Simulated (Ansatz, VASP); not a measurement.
# Al in VASP and in Ansatz

File INCAR:

```
  ALGO = Normal
  EDIFF = 1E-6
  ENCUT = 520
  GGA = PE
  ISIF = 2
  ISMEAR = 0
  IVDW = 12
  LASPH = True
  LCHARG = False
  LREAL = False
  LWAVE = False
  NBANDS = 14
  NELM = 80
  PREC = Accurate
  SIGMA = 0.15
```

File KPOINTS:

```
k-points
0
Gamma
  18 18 6
```

The input POSCAR:

```
Al
1.0
    2.7548342552      0.0000000000      0.0000000000
   -1.3774171276      2.3857564482      0.0000000000
    0.0000000000      0.0000000000      9.3397145755
Al
4
Direct
    0.0000000000      0.0000000000      0.0000000000
    0.3333333333      0.6666666667      0.2500000000
    0.0000000000      0.0000000000      0.5000000000
    0.6666666667      0.3333333333      0.7500000000
```

Input for Ansatz:

```yaml
crystal:
  lattice:
    - [2.7548342552, 0.0, 0.0]
    - [-1.3774171276, 2.3857564482, 0.0]
    - [0.0, 0.0, 9.3397145755]
  atoms:
    - { symbol: Al, position: [0.0, 0.0, 0.0] }
    - { symbol: Al, position: [0.3333333333, 0.6666666667, 0.25] }
    - { symbol: Al, position: [0.0, 0.0, 0.5] }
    - { symbol: Al, position: [0.6666666667, 0.3333333333, 0.75] }
basis:
  ecutwfc: 420
kpoints:
  mp_grid: { grid: [18, 18, 6] }
hamiltonian:
  xc: pbe
  dispersion: d3bj
scf:
  occupations: { method: gaussian, width: 0.15 }
output:
  forces: true
  stress: true
  eigenvalues: true
  write_density: true
  write_potential: true
  elf: true
  volumetric_format: npy
```

Alike in both runs: task single point; functional PBE; dispersion D3(BJ); k mesh 18 × 18 × 6; occupations gaussian, width 0.15 eV; no spin polarisation.

|  | VASP | Ansatz |
| --- | --- | --- |
| version | VASP 6.6.1 | Ansatz 0.2.0 |
| potentials or method | VASP PAW PBE potentials, release 64 (Al), cutoff 520 eV | scalar-relativistic, plane waves, PAW |
| valence electrons in the cell | 12 | 12 |

```tsv
	VASP	Ansatz	Ansatz less VASP
gap on the k mesh at the Fermi level (eV)	none	none	-
pressure (GPa)	3.1	3.2	+0.03
traceless stress, the component that is largest in VASP (GPa)	-2.53	-2.53	-0.005
```

A gap of «none» marks a metal or a gap that the smearing closes.
